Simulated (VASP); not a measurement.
A run of VASP 6.6.1:

INCAR

```
SYSTEM = YbB2
  PREC = Accurate
  ENCUT = 600
  EDIFF = 1E-6
  ISMEAR = 0
  SIGMA = 0.1
  LREAL = .False.
  LASPH = .True.
  NELM = 80
  ALGO = Normal
  ISIF = 4
  LWAVE = .False.
  LCHARG = .False.
  GGA = PE
  IBRION = 2
  NSW = 50
  EDIFFG = -0.01
```

KPOINTS

```
regular mesh
0
Gamma
  15 15 12
  0 0 0
```

POSCAR

```
YbB2
1.0
    3.1334575437      0.0000000000      0.0000000000
   -1.5667287718      2.7136538345      0.0000000000
    0.0000000000      0.0000000000      3.7169590535
Yb B
1 2
Direct
    0.0000000000      0.0000000000      0.0000000000
    0.3333333333      0.6666666667      0.5000000000
    0.6666666667      0.3333333333      0.5000000000
```

Potentials or basis: VASP PAW PBE potentials, release 64 (Yb, B).

Launch:

```bash
$ cat potpaw_PBE.64/Yb/POTCAR potpaw_PBE.64/B/POTCAR > POTCAR
$ mpirun -np 1 vasp_std > vasp.out
```

Hardware: 1 thread of AMD EPYC 9R45 (Zen 5), on a shared host.

Question: Estimate the wall time of this run.

Answer: It took 5 min on 1 thread of AMD EPYC 9R45 (Zen 5), on a shared host, peak memory 0.27 GiB. Counts: scf iterations 44, k points 189, ion steps 2.
